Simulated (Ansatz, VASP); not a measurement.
# One calculation of InAs3, two programs

```
In As
1.0
     0.00000    3.46409    3.46409
     3.46409    0.00000    3.46409
     3.46409    3.46409    0.00000
In As
1 3
Cartesian
  0.0000 0.0000 0.0000
  1.7320 1.7320 1.7320
  5.1961 5.1961 5.1961
  3.4641 3.4641 3.4641
```

Alike in both runs: task single point; functional PBE; k mesh 4 × 4 × 4; occupations gaussian, width 0.1 eV; no spin polarisation.

|  | VASP | Ansatz |
| --- | --- | --- |
| version | VASP 6.6.1 | Ansatz 0.2.0 |
| potentials or method | VASP PAW PBE potentials, release 64 (In_d, As), cutoff 520 eV | scalar-relativistic, plane waves, PAW |
| valence electrons in the cell | 28 | 58 |

```csv
,VASP,Ansatz,Ansatz less VASP
gap on the k mesh at the Fermi level (eV),none,none,-
pressure (GPa),-0.8,-0.8,-0.03
```

A gap of «none» marks a metal or a gap that the smearing closes. The functional is the same, so the differences come from potentials, cutoffs and numerics. VASP's potentials hold 28 valence electrons a cell and Ansatz's 58, so a difference there can come from the potentials and not from the codes.

The k mesh is coarse, so the values compare programs but aren't converged.
